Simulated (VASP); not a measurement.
Wanted: the native input for a VASP 6.6.1 run.

```
Task                   : single point
Functional             : PBE
Dispersion             : D4
Potentials or basis    : VASP PAW PBE potentials, release 64 (Hf_pv, C)
Cutoff                 : 520 eV
k mesh                 : 8 × 8 × 8
Occupations            : gaussian, width 0.05 eV
Spin                   : no spin polarisation
Dipole correction      : no
Further INCAR settings : ALGO = Normal; EDIFF = 1e-06; NBANDS = 14
```

The structure of HfC lies in POSCAR:

```
HfC
1.0
    0.0000000000      2.3445613553      2.3445613553
    2.3445613553      0.0000000000      2.3445613553
    2.3445613553      2.3445613553      0.0000000000
Hf C
1 1
Direct
    0.5000000000      0.5000000000      0.5000000000
    0.0000000000      0.0000000000      0.0000000000
```

This cell differs from its parent crystal: volume scaled by 1.04.

These files were run (other wordings do the same):

INCAR

```
SYSTEM = HfC
PREC     = Accurate       ! precision mode
ENCUT    = 520            ! plane-wave cutoff, eV
EDIFF    = 1E-6           ! SCF threshold, eV
ISMEAR   = 0              ! smearing method
SIGMA    = 0.05           ! smearing width, eV
LREAL    = .FALSE.        ! projectors in reciprocal space
LASPH    = .TRUE.         ! aspherical terms in the spheres
NELM     = 100            ! most SCF steps
ALGO     = Normal         ! electronic algorithm
ISIF     = 2              ! what is computed and relaxed
LWAVE    = .FALSE.        ! write WAVECAR
LCHARG   = .TRUE.         ! write CHGCAR
GGA      = PE             ! functional
IVDW     = 13             ! dispersion correction
LELF     = .TRUE.         ! ELF
LVHAR    = .TRUE.       
NBANDS   = 14             ! bands
```

KPOINTS

```
regular mesh
0
G
  8 8 8
  0 0 0
```

Potentials or basis: VASP PAW PBE potentials, release 64 (Hf_pv, C).

Run with:

```sh
$ cat potpaw_PBE.64/Hf_pv/POTCAR potpaw_PBE.64/C/POTCAR > POTCAR
$ mpirun -np 1 vasp_std > vasp.out
```

It gave:

```yaml
Pressure: -9.4 GPa
Band_gap_on_the_k_mesh: zero (band 7 reaches 6.75 eV, above the bottom of band 8 at 5.34 eV)
Dispersion_energy_per_atom: -0.243 eV
```

Caveat: spin-orbit coupling is left out, which moves the levels of the heavy elements; pairwise dispersion overbinds metals, which lowers pressure and volume.

It took 12 s on 1 thread of Intel Xeon 6975P-C (shared host), peak memory 0.16 GiB.
